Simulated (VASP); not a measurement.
# CuI (Pm-3n) in VASP: single point with PBE

Aim: the single point of CuI with PBE.

Program: VASP 6.6.1. These are calculated values, not measurements. Logs are shortened: lines on timing, memory, paths and dates and some standing lists are left out, and cuts for length are marked.

### Step 1. The cell of the first run

The structure is cubic, space group Pm-3n (No. 223). The conventional cell has a = 7.515 Å, b = 7.515 Å, c = 7.515 Å, α = 90.00°, β = 90.00°, γ = 90.00°. Within 3.5 Å of Cu (site symmetry -4m2) lie 4 I at 2.66 Å. Within 3.5 Å of I (site symmetry -4m2) lie 4 Cu at 2.66 Å.

The cell was built from a structure type or drawn by symmetry, and may not be a known phase.

### Step 2. Single point, PBE

Contents of INCAR:

```
SYSTEM = CuI
PREC = Accurate
ENCUT = 520
EDIFF = 1E-7
ISMEAR = 0
SIGMA = 0.02
LREAL = .False.
LASPH = .True.
NELM = 100
ALGO = Fast
ISIF = 2
LWAVE = .False.
LCHARG = .False.
GGA = PE
NBANDS = 66
```

Contents of KPOINTS:

```
Automatic mesh
0
Gamma
  4 4 4
  0 0 0
```

Contents of POSCAR:

```
CuI
1.0
    7.5145651900      0.0000000000      0.0000000000
    0.0000000000      7.5145651900      0.0000000000
    0.0000000000      0.0000000000      7.5145651900
Cu I
6 6
Direct
    0.7500000000      0.5000000000      0.0000000000
    0.5000000000      0.0000000000      0.7500000000
    0.0000000000      0.7500000000      0.5000000000
    0.0000000000      0.2500000000      0.5000000000
    0.2500000000      0.5000000000      0.0000000000
    0.5000000000      0.0000000000      0.2500000000
    0.5000000000      0.7500000000      0.0000000000
    0.7500000000      0.0000000000      0.5000000000
    0.0000000000      0.5000000000      0.7500000000
    0.2500000000      0.0000000000      0.5000000000
    0.0000000000      0.5000000000      0.2500000000
    0.5000000000      0.2500000000      0.0000000000
```

Potentials or basis: VASP PAW PBE potentials, release 64 (Cu, I).

On the command line:

```sh
$ cat potpaw_PBE.64/Cu/POTCAR potpaw_PBE.64/I/POTCAR > POTCAR
$ mpirun -np 1 vasp_std > vasp.out
```

OUTCAR:

```text
SYSTEM = CuI
   PREC = Accurate
   ENCUT = 520
   EDIFF = 1E-7
   ISMEAR = 0
   LREAL = .False.
   LASPH = .True.
   NELM = 100
   ISIF = 2
   GGA = PE

 ion  position               nearest neighbor table
   1  0.750  0.500  0.000-   7 2.66   9 2.66  11 2.66  12 2.66
   2  0.500  0.000  0.750-   7 2.66   8 2.66  10 2.66  12 2.66
   3  0.000  0.750  0.500-   8 2.66   9 2.66  10 2.66  11 2.66
   4  0.000  0.250  0.500-   8 2.66   9 2.66  10 2.66  11 2.66
   5  0.250  0.500  0.000-   7 2.66   9 2.66  11 2.66  12 2.66
   6  0.500  0.000  0.250-   7 2.66   8 2.66  10 2.66  12 2.66
   7  0.500  0.750  0.000-   1 2.66   2 2.66   5 2.66   6 2.66
   8  0.750  0.000  0.500-   2 2.66   3 2.66   4 2.66   6 2.66
   9  0.000  0.500  0.750-   1 2.66   3 2.66   4 2.66   5 2.66
  10  0.250  0.000  0.500-   2 2.66   3 2.66   4 2.66   6 2.66
  11  0.000  0.500  0.250-   1 2.66   3 2.66   4 2.66   5 2.66
  12  0.500  0.250  0.000-   1 2.66   2 2.66   5 2.66   6 2.66

  LATTYP: Found a simple cubic cell.
 ALAT       =     7.5145651900

  Lattice vectors:

 A1 = (   7.5145651900,   0.0000000000,   0.0000000000)
 A2 = (   0.0000000000,   7.5145651900,   0.0000000000)
 A3 = (   0.0000000000,   0.0000000000,   7.5145651900)

Analysis of symmetry for initial positions (statically):
=====================================================================
 Subroutine PRICEL returns:
 Original cell was already a primitive cell.

 Routine SETGRP: Setting up the symmetry group for a
 simple cubic supercell.

 Subroutine GETGRP returns: Found 48 space group operations
 (whereof 24 operations were pure point group operations)
 out of a pool of 48 trial point group operations.

The static configuration has the point symmetry T_h .
 The point group associated with its full space group is O_h .

Analysis of symmetry for dynamics (positions and initial velocities):
=====================================================================
 Subroutine PRICEL returns:
 Original cell was already a primitive cell.

 Routine SETGRP: Setting up the symmetry group for a
 simple cubic supercell.

 Subroutine GETGRP returns: Found 48 space group operations
 (whereof 24 operations were pure point group operations)
 out of a pool of 48 trial point group operations.

The dynamic configuration has the point symmetry T_h .
[... 114 lines left out ...]
   TEBEG  =    0.0;   TEEND  =   0.0 temperature during run
   PSTRESS=    0.0 pullay stress
   NELECT =     108.0000    total number of electrons
   NUPDOWN=      -1.0000    fix difference up-down
   EMIN   =  10.00;   EMAX   =-10.00  energy-range for DOS
   EFERMI =   0.00;   METHOD = LEGACY
   ISMEAR =     0;   SIGMA  =   0.02  broadening in eV -4-tet -1-fermi 0-gaus
   EFERMI_NEDOS =   21; number of points for ismear=-14 and -15
   IALGO  =     68    algorithm
   IMIX   =      4    mixing-type and parameters
     AMIX     =   0.40;   BMIX     =  1.00
     AMIX_MAG =   1.60;   BMIX_MAG =  1.00
  volume/ion in A,a.u.               =      35.36       238.63
  Fermi-wavevector in a.u.,A,eV,Ry     =   1.037478  1.960549 14.644775  1.076361
  Thomas-Fermi vector in A             =   2.171918
   LORBIT       =      0    0 simple, 1 ext, 2 COOP (PROOUT), +10 PAW based schemes
   GGA     = PE    functional components
   LHFCALC =     F    Hartree Fock is set to
   AEXX    =    0.0000 exact exchange contribution
   IVDW    =     0    specifies the selected vdW correction
   LEPSILON=     F    determine dielectric tensor
   LRPA    =     F    only Hartree local field effects (RPA)
 non-spin polarized calculation
 RMM-DIIS sequential band-by-band and
 Gauss-broadening in eV      SIGMA  =   0.02
  energy-cutoff  :      520.00
  volume of cell :      424.34
 maximum number of plane-waves:     11536
 NGX is ok and might be reduce to    56
   NGX = 27   NGY = 27   NGZ = 27

 number of electron     108.0000056 magnetization

 Free energy of the ion-electron system (eV)
  ---------------------------------------------------
  ext. energy  EPLUGINS =         0.00000000
  ---------------------------------------------------
  free energy    TOTEN  =       -32.43375101 eV

  energy without entropy =      -32.43375101  energy(sigma->0) =      -32.43375101

 E-fermi :   2.6225     XC(G=0):  -7.5528

 val. band max:        2.4918110523   @ k =   0.0000   0.0000   0.0000
 cond. band min:       3.7055099223   @ k =   0.0000   0.0000   0.0000
 fundamental gap:      1.2136988699
 Fermi energy:         2.6224753772

 k-point     1 :       0.0000    0.0000    0.0000
  band No.  band energies     occupation
      1     -11.3244      2.00000
      2     -10.9996      2.00000
      3     -10.9996      2.00000
      4     -10.5380      2.00000
      5     -10.5380      2.00000
      6     -10.5380      2.00000
[... 679 lines left out ...]
     65       6.6629      0.00000
     66       6.6629      0.00000

------------------------ aborting loop because EDIFF is reached ----------------------------------------

  FORCE on cell =-STRESS in cart. coord.  units (eV):
  Direction    XX          YY          ZZ          XY          YZ          ZX
  --------------------------------------------------------------------------------------
  -------------------------------------------------------------------------------------
  Total       -0.0306892     -0.0306892     -0.0306892      0.0000000     -0.0000000      0.0000000
  in kB       -0.1158737     -0.1158737     -0.1158737      0.0000000     -0.0000000      0.0000000
  external PRESSURE =      -0.1158737 kB  Pullay stress =       0.0000000 kB

 VOLUME and BASIS-vectors are now :
 -----------------------------------------------------------------------------
  energy-cutoff  :      520.00
  volume of cell :      424.34
      direct lattice vectors                 reciprocal lattice vectors
     7.514565190  0.000000000  0.000000000     0.133074899  0.000000000  0.000000000
     0.000000000  7.514565190  0.000000000     0.000000000  0.133074899  0.000000000
     0.000000000  0.000000000  7.514565190     0.000000000  0.000000000  0.133074899

 POSITION                                       TOTAL-FORCE (eV/Angst)
 -----------------------------------------------------------------------------------
      5.63592      3.75728      0.00000        -0.000000     -0.000000      0.000000
      3.75728      0.00000      5.63592         0.000000      0.000000     -0.000000
      0.00000      5.63592      3.75728        -0.000000     -0.000000     -0.000000
      0.00000      1.87864      3.75728        -0.000000      0.000000      0.000000
      1.87864      3.75728      0.00000         0.000000      0.000000     -0.000000
      3.75728      0.00000      1.87864         0.000000      0.000000      0.000000
      3.75728      5.63592      0.00000         0.000000      0.000000     -0.000000
      5.63592      0.00000      3.75728        -0.000000      0.000000     -0.000000
      0.00000      3.75728      5.63592         0.000000      0.000000      0.000000
      1.87864      0.00000      3.75728         0.000000      0.000000      0.000000
      0.00000      3.75728      1.87864         0.000000      0.000000     -0.000000
      3.75728      1.87864      0.00000         0.000000     -0.000000      0.000000
 -----------------------------------------------------------------------------------
    total drift:                                0.000000     -0.000000     -0.000000

  FREE ENERGIE OF THE ION-ELECTRON SYSTEM (eV)
  ---------------------------------------------------
  free  energy   TOTEN  =       -32.4337510112 eV

  energy  without entropy=      -32.4337510112  energy(sigma->0) =      -32.43375101
```

It took 11 min on 1 thread of Intel Xeon Platinum 8559C (Emerald Rapids), shared host; peak memory 0.55 GiB.

What came out:

```yaml
Free_energy: -32.4338 eV
Pressure: 0.0 GPa
Band_gap_on_the_k_mesh: 1.21 eV
```

Caveat: spin-orbit coupling is left out, which moves the levels of the heavy elements.
